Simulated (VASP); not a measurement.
# PtSe2 in VASP: notebook, part 2 of 2

VASP 6.6.1. Earlier steps stand in the parts before.

### 4 Single point, RPBE+D4

This run uses another cell than the first one, of 19.09 Å³/atom.

The input, INCAR:

```
  PREC = Accurate
  ENCUT = 520
  EDIFF = 1E-6
  ISMEAR = -1
  SIGMA = 0.05
  LREAL = F
  LASPH = T
  NELM = 60
  ALGO = Normal
  ISIF = 2
  LWAVE = F
  LCHARG = T
  GGA = RP
  IVDW = 13
  LELF = T
  LVHAR = T
  NBANDS = 18
```

The input, KPOINTS:

```
regular mesh
0
Gamma
  8 8 5
```

The input, POSCAR:

```
PtSe2
1.0
    3.7552920322      0.0000000000      0.0000000000
   -1.8776460161      3.2521782985      0.0000000000
    0.0000000000      0.0000000000      4.6888636930
Pt Se
1 2
Direct
    0.0000000000      0.0000000000      0.0000000000
    0.6666666667      0.3333333333      0.7261922555
    0.3333333333      0.6666666667      0.2738077445
```

Potentials or basis: VASP PAW PBE potentials, release 64 (Pt, Se).

Started as:

```sh
$ cat potpaw_PBE.64/Pt/POTCAR potpaw_PBE.64/Se/POTCAR > POTCAR
$ mpirun -np 1 vasp_std > vasp.out
```

OUTCAR:

```text
PREC = Accurate
   ENCUT = 520
   EDIFF = 1E-6
   ISMEAR = -1
   LREAL = F
   LASPH = T
   NELM = 60
   ISIF = 2
   GGA = RP
   IVDW = 13

 ion  position               nearest neighbor table
   1  0.000  0.000  0.000-   2 2.52   3 2.52   3 2.52   2 2.52   2 2.52   3 2.52
   2  0.667  0.333  0.726-   1 2.52   1 2.52   1 2.52
   3  0.333  0.667  0.274-   1 2.52   1 2.52   1 2.52

  LATTYP: Found a hexagonal cell.
 ALAT       =     3.7552920322
 C/A-ratio  =     1.2486016141

  Lattice vectors:

 A1 = (   3.7552920322,   0.0000000000,   0.0000000000)
 A2 = (  -1.8776460161,   3.2521782985,   0.0000000000)
 A3 = (   0.0000000000,   0.0000000000,   4.6888636930)

Analysis of symmetry for initial positions (statically):
=====================================================================
 Subroutine PRICEL returns:
 Original cell was already a primitive cell.

 Routine SETGRP: Setting up the symmetry group for a
 hexagonal supercell.

 Subroutine GETGRP returns: Found 12 space group operations
 (whereof 12 operations were pure point group operations)
 out of a pool of 24 trial point group operations.

The static configuration has the point symmetry D_3d.

Analysis of symmetry for dynamics (positions and initial velocities):
=====================================================================
 Subroutine PRICEL returns:
 Original cell was already a primitive cell.

 Routine SETGRP: Setting up the symmetry group for a
 hexagonal supercell.

 Subroutine GETGRP returns: Found 12 space group operations
 (whereof 12 operations were pure point group operations)
 out of a pool of 24 trial point group operations.

The dynamic configuration has the point symmetry D_3d.

 Subroutine INISYM returns: Found 12 space group operations
 (whereof 12 operations are pure point group operations),
 and found     1 'primitive' translations

----------------------------------------------------------------------------------------
[... 114 lines left out ...]
     AMIX     =   0.40;   BMIX     =  1.00
     AMIX_MAG =   1.60;   BMIX_MAG =  1.00
  volume/ion in A,a.u.               =      19.09       128.81
  Fermi-wavevector in a.u.,A,eV,Ry     =   1.190110  2.248982 19.270778  1.416362
  Thomas-Fermi vector in A             =   2.326202
   LORBIT       =      0    0 simple, 1 ext, 2 COOP (PROOUT), +10 PAW based schemes
   GGA     = RP    functional components
   LHFCALC =     F    Hartree Fock is set to
   AEXX    =    0.0000 exact exchange contribution
   IVDW    =    13    specifies the selected vdW correction
   LEPSILON=     F    determine dielectric tensor
   LRPA    =     F    only Hartree local field effects (RPA)
 non-spin polarized calculation
  energy-cutoff  :      520.00
  volume of cell :       57.26
 maximum number of plane-waves:      1558
   NGX = 13   NGY = 13   NGZ = 17

 number of electron      21.9999996 magnetization

 Free energy of the ion-electron system (eV)
  ---------------------------------------------------
  ext. energy  EPLUGINS =         0.00000000
  ---------------------------------------------------
  free energy    TOTEN  =       -12.67097545 eV

  energy without entropy =      -12.66788119  energy(sigma->0) =      -12.66942832

 E-fermi :   7.3280     XC(G=0): -10.9445

 val. band max:        7.2148649564   @ k =   0.3750   0.2500   0.0000
 cond. band min:       7.4462028155   @ k =   0.0000   0.3750   0.2000
 fundamental gap:      0.2313378591
 Fermi energy:         7.3279903927

 k-point     1 :       0.0000    0.0000    0.0000
  band No.  band energies     occupation
      1      -8.6305      2.00000
      2      -5.1900      2.00000
      3      -0.0278      2.00000
      4       0.9606      2.00000
      5       0.9606      2.00000
      6       3.4404      2.00000
[... 481 lines left out ...]
      5       1.4791      2.00000
      6       2.4729      2.00000
[... 10 lines left out ...]
     17      15.4200      0.00000
     18      16.6424      0.00000

 [... further k-points ...]

------------------------ aborting loop because EDIFF is reached ----------------------------------------

  DFT-D4 for vdW energy calculation

  Edisp (eV):   -3.18692

  FORCE on cell =-STRESS in cart. coord.  units (eV):
  Direction    XX          YY          ZZ          XY          YZ          ZX
  --------------------------------------------------------------------------------------
  -------------------------------------------------------------------------------------
  Total      -0.01208    -0.01208    -0.02177    -0.00000     0.00000     0.00000
  in kB      -0.33788    -0.33788    -0.60906    -0.00000     0.00000     0.00000
  external pressure =       -0.43 kB  Pullay stress =        0.00 kB

 VOLUME and BASIS-vectors are now :
 -----------------------------------------------------------------------------
  energy-cutoff  :      520.00
  volume of cell :       57.26
      direct lattice vectors                 reciprocal lattice vectors
     3.755292032  0.000000000  0.000000000     0.266290875  0.153743108  0.000000000
    -1.877646016  3.252178299  0.000000000     0.000000000  0.307486216  0.000000000
     0.000000000  0.000000000  4.688863693     0.000000000  0.000000000  0.213271288

 POSITION                                       TOTAL-FORCE (eV/Angst)
 -----------------------------------------------------------------------------------
      0.00000      0.00000      0.00000        -0.000000      0.000000     -0.000000
      1.87765      1.08406      3.40502         0.000000     -0.000000     -0.010332
     -0.00000      2.16812      1.28385        -0.000000      0.000000      0.010332
 -----------------------------------------------------------------------------------
    total drift:                               -0.000000     -0.000000     -0.000000

  FREE ENERGIE OF THE ION-ELECTRON SYSTEM (eV)
  ---------------------------------------------------
  free  energy   TOTEN  =       -15.8578927641 eV

  energy  without entropy=      -15.8547985037  energy(sigma->0) =      -15.85634563
```

OSZICAR:

```text
N       E                     dE             d eps       ncg     rms          rms(c)
DAV:   1     0.111372216155E+03    0.11137E+03   -0.10173E+04  1456   0.108E+03
DAV:   2    -0.823203815750E+01   -0.11960E+03   -0.11588E+03  1746   0.212E+02
DAV:   3    -0.132470550705E+02   -0.50150E+01   -0.49495E+01  1730   0.431E+01
DAV:   4    -0.132847943281E+02   -0.37739E-01   -0.37720E-01  1780   0.407E+00
DAV:   5    -0.132851478342E+02   -0.35351E-03   -0.35350E-03  1744   0.389E-01    0.123E+01
DAV:   6    -0.128518125572E+02    0.43334E+00   -0.37079E+00  1518   0.169E+01    0.787E+00
DAV:   7    -0.126811849016E+02    0.17063E+00   -0.69800E-01  1498   0.799E+00    0.402E+00
DAV:   8    -0.126724161239E+02    0.87688E-02   -0.45135E-02  1602   0.150E+00    0.719E-01
DAV:   9    -0.126706939961E+02    0.17221E-02   -0.66240E-03  1650   0.769E-01    0.161E-01
DAV:  10    -0.126709585082E+02   -0.26451E-03   -0.13057E-03  1622   0.222E-01    0.412E-02
DAV:  11    -0.126709677527E+02   -0.92446E-05   -0.48958E-05  1838   0.447E-02    0.316E-02
DAV:  12    -0.126709747824E+02   -0.70297E-05   -0.11586E-05  1574   0.224E-02    0.110E-02
DAV:  13    -0.126709754522E+02   -0.66977E-06   -0.28642E-06  1684   0.101E-02
   1 F= -.15857893E+02 E0= -.15856346E+02  d E =-.309426E-02
```

stdout:

```text
POSCAR found type information on POSCAR PtSe
 POSCAR found :  2 types and       3 ions
 scaLAPACK will be used
 -----------------------------------------------------------------------------
|                                                                             |
|                                                                             |
|     You enforced a specific xc type in the INCAR file but a different       |
|     I HOPE YOU KNOW WHAT YOU ARE DOING!                                     |
|                                                                             |
 -----------------------------------------------------------------------------

 LDA part: xc-table for (Slater+PW92), standard interpolation
 POSCAR, INCAR and KPOINTS ok, starting setup
 FFT: planning ... GRIDC
 FFT: planning ... GRID_SOFT
 FFT: planning ... GRID
 WAVECAR not read
 entering main loop
```

Run time: 34 s. Hardware: 1 thread of Intel Xeon Platinum 8488C (Sapphire Rapids), shared host; peak memory 0.19 GiB.

What came out:

```yaml
Free_energy: -15.8579 eV
Pressure: 0.0 GPa
Largest_force: 0.010 eV/Å
Band_gap_on_the_k_mesh: zero (bands 11 and 12 overlap by 0.92 eV)
Dispersion_energy_per_atom: -1.062 eV
```

Forces in eV/Å, atoms in the order of the input:
```
Pt   0.000  0.000  0.000
Se   0.000  0.000 -0.010
Se   0.000  0.000  0.010
```

Caveat: the dispersion term is far too large for a dense solid, which distorts pressure and volume; the PAW data sets were made with another functional, which shifts forces and pressure a little; spin-orbit coupling is left out, which moves the levels of the heavy elements.

### 5 Relaxation of cell and atoms, RPBE+D3(BJ)

The input, INCAR:

```
SYSTEM = PtSe2
PREC     = Accurate       ! precision mode
ENCUT    = 600            ! plane-wave cutoff, eV
EDIFF    = 1E-6           ! SCF threshold, eV
ISMEAR   = -1             ! smearing method
SIGMA    = 0.05           ! smearing width, eV
LREAL    = .False.        ! projectors in reciprocal space
LASPH    = .True.         ! aspherical terms in the spheres
NELM     = 100            ! most SCF steps
ALGO     = Normal         ! electronic algorithm
ISIF     = 3              ! what is computed and relaxed
LWAVE    = .False.        ! write WAVECAR
LCHARG   = .False.        ! write CHGCAR
GGA      = RP             ! functional
IVDW     = 12             ! dispersion correction
IBRION   = 2              ! ionic algorithm
NSW      = 60             ! ionic steps
EDIFFG   = -0.01          ! ionic threshold
```

The input, KPOINTS:

```
regular mesh
0
Gamma
  8 8 5
  0 0 0
```

The input, POSCAR:

```
PtSe2
1.0
    3.7240000000      0.0000000000      0.0000000000
   -1.8620000000      3.2250786037      0.0000000000
    0.0000000000      0.0000000000      5.0620000000
Pt Se
1 2
Direct
    0.0000000000      0.0000000000      0.0000000000
    0.6666666667      0.3333333333      0.7500000000
    0.3333333333      0.6666666667      0.2500000000
```

Started as:

```sh
$ cat potpaw_PBE.64/Pt/POTCAR potpaw_PBE.64/Se/POTCAR > POTCAR
$ mpirun -np 1 vasp_std > vasp.out
```

Run time: 7.4 min. Hardware: 1 thread of Intel Xeon Platinum 8488C (Sapphire Rapids), shared host; peak memory 0.24 GiB.

Results (log left out):

```yaml
Free_energy: -19.7710 eV
Relaxed_volume: 16.38 Å³/atom
Relaxed_cell: a = 3.663 Å, b = 3.663 Å, c = 4.229 Å, α = 90.00°, β = 90.00°, γ = 120.00°
Space_group_after_relaxing_to_0.1_Å: P-3m1 (No. 164)
Energy_gained_by_relaxing: 231.6 meV/atom
Ionic_steps: 16
Pressure_after_relaxing: 0.0 GPa
Band_gap_on_the_k_mesh: zero (bands 11 and 12 overlap by 0.40 eV)
Dispersion_energy_per_atom: -2.687 eV
```

Forces on the atoms (eV/Å):
```
Pt   0.000  0.000  0.000
Se   0.000  0.000 -0.003
Se   0.000  0.000  0.003
```

Stress tensor (GPa, compression positive):
```
 0.03  0.00  0.00
 0.00  0.03  0.00
 0.00  0.00 -0.05
```

The path:
```csv
step,energy change (eV),largest force (eV/Å),pressure (GPa),volume (Å³)
1,0.0000,0.2959,-10.15,60.80
2,0.1801,3.6339,22.86,50.18
3,-0.1665,1.4844,0.24,56.11
4,-0.3738,1.2931,0.56,53.61
5,-0.5398,0.4578,10.29,46.48
6,-0.5798,0.7638,4.51,49.74
7,-0.6011,0.5411,5.76,48.74
8,-0.4963,1.4210,-11.22,52.07
9,-0.6493,0.2188,-1.33,49.89
10,-0.6776,0.2255,-0.70,49.43
11,-0.6896,0.2518,0.07,48.95
12,-0.6900,0.2602,0.29,48.84
13,-0.6946,0.0094,0.32,49.06
14,-0.6946,0.0181,0.30,49.08
15,-0.6941,0.0448,-0.84,49.37
16,-0.6947,0.0026,0.01,49.15
```

Final structure:
```
CELL_PARAMETERS angstrom
3.66344 0.00000 0.00000
-1.83172 3.17263 0.00000
0.00000 0.00000 4.22901
ATOMIC_POSITIONS crystal
Pt 0.00000 0.00000 0.00000
Se 0.66667 0.33333 0.70666
Se 0.33333 0.66667 0.29334
```

Levels at points of the mesh, in eV from the Fermi level:
```
           k point  band 8  band 9  band 10  band 11  band 12  band 13  band 14  band 15
(0.00, 0.00, 0.00)   -2.60   -1.06    -1.06     0.34     0.34     0.82     3.25     5.25
(0.50, 0.00, 0.00)   -3.63   -3.56    -3.27    -3.10     0.59     3.68     5.98     7.00
```

Caveat: the volume moved by over 15 % at a fixed basis, so the end points are rough; the dispersion term is far too large for a dense solid, which distorts pressure and volume; the PAW data sets were made with another functional, which shifts forces and pressure a little; spin-orbit coupling is left out, which moves the levels of the heavy elements.

### 6 Relaxation of cell and atoms, RPBE+D4

The input, INCAR:

```
  PREC = Accurate
  ENCUT = 600
  EDIFF = 1E-6
  ISMEAR = -1
  SIGMA = 0.05
  LREAL = F
  LASPH = T
  NELM = 80
  ALGO = Normal
  ISIF = 3
  LWAVE = F
  LCHARG = F
  GGA = RP
  IVDW = 13
  IBRION = 2
  NSW = 60
  EDIFFG = -0.01
```

The input, KPOINTS:

```
Automatic mesh
0
Gamma
  8 8 5
```

POSCAR is that of step 5.

Potentials or basis: VASP PAW PBE potentials, release 64 (Pt, Se).

Started as:

```sh
$ cat potpaw_PBE.64/Pt/POTCAR potpaw_PBE.64/Se/POTCAR > POTCAR
$ mpirun -np 1 vasp_std > vasp.out
```

It took 6.5 min on 1 thread of Intel Xeon Platinum 8488C (Sapphire Rapids), shared host; peak memory 0.23 GiB.

The run converged. Its results:

```yaml
Free_energy: -15.8585 eV
Relaxed_volume: 19.06 Å³/atom
Relaxed_cell: a = 3.755 Å, b = 3.755 Å, c = 4.684 Å, α = 90.00°, β = 90.00°, γ = 120.00°
Space_group_after_relaxing_to_0.1_Å: P-3m1 (No. 164)
Energy_gained_by_relaxing: 34.5 meV/atom
Ionic_steps: 16
Pressure_after_relaxing: 0.0 GPa
Largest_force_after_relaxing: 0.003 eV/Å
Band_gap_on_the_k_mesh: zero (bands 11 and 12 overlap by 0.92 eV)
Dispersion_energy_per_atom: -1.064 eV
```

Forces on the atoms (eV/Å):
```
Pt   0.000  0.000  0.000
Se   0.000  0.000 -0.003
Se   0.000  0.000  0.003
```

Step by step:
| step | energy change (eV) | largest force (eV/Å) | pressure (GPa) | volume (Å³) |
| --- | --- | --- | --- | --- |
| 1 | 0.0000 | 0.7244 | 1.77 | 60.80 |
| 2 | -0.0061 | 0.0386 | -4.53 | 62.78 |
| 3 | -0.0201 | 0.2957 | -1.79 | 61.86 |
| 4 | -0.0473 | 0.2186 | -1.46 | 60.75 |
| 5 | -0.0853 | 0.1167 | 0.44 | 57.50 |
| 6 | -0.0961 | 0.2738 | -0.38 | 57.00 |
| 7 | -0.0962 | 0.2651 | -0.34 | 57.03 |
| 8 | -0.1004 | 0.0481 | 1.47 | 56.48 |
| 9 | -0.1010 | 0.0384 | 0.96 | 56.63 |
| 10 | -0.1016 | 0.0111 | -0.76 | 57.46 |
| 11 | -0.1031 | 0.0243 | 0.01 | 57.08 |
| 12 | -0.1031 | 0.0248 | 0.01 | 57.07 |
| 13 | -0.1031 | 0.0258 | 0.13 | 57.03 |
| 14 | -0.1031 | 0.0249 | 0.05 | 57.06 |
| 15 | -0.1032 | 0.0155 | 0.04 | 57.10 |
| 16 | -0.1034 | 0.0032 | 0.04 | 57.19 |

Final structure:
```xyz
3
Lattice="3.7548 0.0000 0.0000 -1.8774 3.2517 0.0000 0.0000 0.0000 4.6843" Properties=species:S:1:pos:R:3 pbc="T T T"
Pt    0.0000    0.0000    0.0000
Se    1.8774    1.0839    3.4003
Se    0.0000    2.1678    1.2840
```

Levels at points of the mesh, in eV from the Fermi level:
```csv
k point,band 8,band 9,band 10,band 11,band 12,band 13,band 14,band 15
"(0.00, 0.00, 0.00)",-2.57,-1.06,-1.06,0.80,0.80,0.84,3.24,4.29
"(0.50, 0.00, 0.00)",-3.61,-3.40,-3.34,-3.02,0.40,2.62,5.24,6.27
```

Caveat: the dispersion term is far too large for a dense solid, which distorts pressure and volume; the PAW data sets were made with another functional, which shifts forces and pressure a little; spin-orbit coupling is left out, which moves the levels of the heavy elements.

### 7 The runs side by side

```csv
task,level,cell,cutoff (eV),gap on the mesh (eV),pressure (GPa),relaxed volume (Å³/atom),largest force (eV/Å)
single point,PBEsol,"a = 3.724, b = 3.724, c = 5.062 Å, angles 90.0, 90.0, 120.0°, 3 atoms, atomic positions A",520,none,2.1,-,1.98
single point,RPBE+D3(BJ),"a = 3.664, b = 3.664, c = 4.226 Å, angles 90.0, 90.0, 120.0°, 3 atoms, atomic positions B",520,none,0.0,-,0.01
single point,RPBE+D4,"a = 3.755, b = 3.755, c = 4.689 Å, angles 90.0, 90.0, 120.0°, 3 atoms, atomic positions C",520,none,0.0,-,0.01
relaxation of cell and atoms,RPBE+D3(BJ),"relaxed from a = 3.724, b = 3.724, c = 5.062 Å, angles 90.0, 90.0, 120.0°, 3 atoms, atomic positions D",600,none,0.0,16.38,-
relaxation of cell and atoms,RPBE+D4,"relaxed from a = 3.724, b = 3.724, c = 5.062 Å, angles 90.0, 90.0, 120.0°, 3 atoms, atomic positions D",600,none,0.0,19.06,-
```

Alike in all rows: potentials or basis VASP PAW PBE potentials, release 64 (Pt, Se); no spin polarisation; k mesh 8 × 8 × 5; smearing fermi-dirac 0.05 eV.

Caveats: the PAW data sets were made with another functional, which shifts forces and pressure a little; spin-orbit coupling is left out, which moves the levels of the heavy elements; the dispersion term is far too large for a dense solid, which distorts pressure and volume (at least some runs); the volume moved by over 15 % at a fixed basis, so the end points are rough (at least some runs).

Total energies depend on the potentials used, so only differences within one code and one set of settings carry meaning.

The gap in the log of VASP goes by the Fermi energy; the results here count the filled bands.